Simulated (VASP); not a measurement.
Runs of VASP 6.6.1 on Cu. The structure is that of space group I4/mmm (No. 139), or close to it. The cells are those of the table. 

```csv
task,level,potentials or basis,cell,k mesh,cutoff (eV),smearing,gap on the mesh (eV),pressure (GPa)
single point,BLYP+D4,"VASP PAW PBE potentials, release 64 (Cu)","a = 2.467 Å, angles 107.4, 107.4, 113.6°, 1 atom",13 × 13 × 13,520,fermi-dirac 0.05 eV,none,0.7
single point,LDA,"VASP PAW LDA potentials, release 64 (Cu)","a = 2.433, b = 2.458, c = 2.468 Å, angles 113.5, 106.9, 107.1°, 1 atom",13 × 13 × 13,520,methfessel-paxton 0.2 eV,none,-6.6
relaxation of cell and atoms,PBE+D4,"VASP PAW PBE potentials, release 64 (Cu)","relaxed from a = 2.474, b = 2.441, c = 2.494 Å, angles 108.7, 107.8, 112.7°, 1 atom",10 × 10 × 10,600,fermi-dirac 0.05 eV,none,0.0
single point,BLYP,"VASP PAW PBE potentials, release 64 (Cu)","a = 2.564 Å, angles 105.8, 105.8, 117.2°, 1 atom",13 × 13 × 13,520,fermi-dirac 0.05 eV,none,(a)
```

Alike in all rows: no spin polarisation.

Task: Estimate the missing entries.

Result: (a) 0.6.

Caveats: the PAW data sets were made with another functional, which shifts forces and pressure a little (some runs); pairwise dispersion overbinds metals, which lowers pressure and volume (some runs).

A gap of «none» marks levels without a gap at the run's occupations.
